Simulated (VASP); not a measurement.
Runs of VASP 6.6.1 on TiO. Symmetry: P-62m, No. 189, hexagonal system. The conventional cell has a = 4.989 Å, b = 4.989 Å, c = 2.873 Å, α = 90.00°, β = 90.00°, γ = 120.00°. Within 2.9 Å of Ti (site symmetry -6) lie 6 O at 2.10 Å and 5 Ti at 2.87 to 2.88 Å. Within 2.6 Å of Ti (site symmetry -62m) lie 3 O at 1.97 Å. Within 2.7 Å of O (site symmetry m2m) lie 5 Ti at 1.97 to 2.10 Å and 4 O at 2.66 Å. 

```csv
smearing,gap on the mesh (eV),pressure (GPa),largest force (eV/Å)
gaussian 0.1 eV,none,-5.1,0.02
gaussian 0.02 eV,none,-5.0,0.02
gaussian 0.3 eV,none,(a),0.03
fermi-dirac 0.02 eV,none,-5.1,0.02
gaussian 0.01 eV,none,-5.1,0.02
```

Alike in all rows: task single point; level PBEsol; potentials or basis VASP PAW PBE potentials, release 64 (Ti_sv, O); no spin polarisation; cell as given; k mesh 12 × 12 × 12; cutoff (eV) 520.

Fill in the values left out.

(a) -4.9.

Caveats: the cell stands under tension; the PAW data sets were made with another functional, which shifts forces and pressure a little; semilocal functionals often make such compounds metallic where correlation or magnetic order opens a gap, which also shifts bond lengths; so wide a smearing shifts energies and pressures (at least some runs).

A gap of «none» marks levels without a gap at the run's occupations.
